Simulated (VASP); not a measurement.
LiBi, 2 atoms in the cell. Symmetry: Pm-3m, No. 221, cubic system. Conventional cell: a = 3.525 Å, b = 3.525 Å, c = 3.525 Å, α = 90.00°, β = 90.00°, γ = 90.00°. Li (site symmetry m-3m) has 8 Bi at 3.05 Å and 6 Li at 3.53 Å within 4.0 Å. Within 4.0 Å of Bi (site symmetry m-3m) lie 8 Li at 3.05 Å and 6 Bi at 3.53 Å. 

- Program: VASP 6.6.1
- Task: single point
- Functional: LDA
- Potentials or basis: VASP PAW LDA potentials, release 64 (Li_sv, Bi_d)
- Cutoff: 520 eV
- k mesh: 7 × 7 × 7
- Occupations: gaussian, width 0.05 eV
- Spin: no spin polarisation
- Dipole correction: no
- Further INCAR settings: ALGO = Normal; EDIFF = 1e-07; NBANDS = 16

Potentials or basis: VASP PAW LDA potentials, release 64 (Li_sv, Bi_d).

Run with:

```console
$ cat potpaw_LDA.64/Li_sv/POTCAR potpaw_LDA.64/Bi_d/POTCAR > POTCAR
$ mpirun -np 1 vasp_std > vasp.out
```

Hardware: 1 thread of Intel(R) Xeon(R) Platinum 8259CL CPU @ 2.50GHz (Skylake/Cascade Lake), with other jobs on the host.

Q: How long does it take, and how much memory?

A: It took 10 s on 1 thread of Intel(R) Xeon(R) Platinum 8259CL CPU @ 2.50GHz (Skylake/Cascade Lake) (shared host), peak memory 0.14 GiB. Counts: scf iterations 12, k points 20.
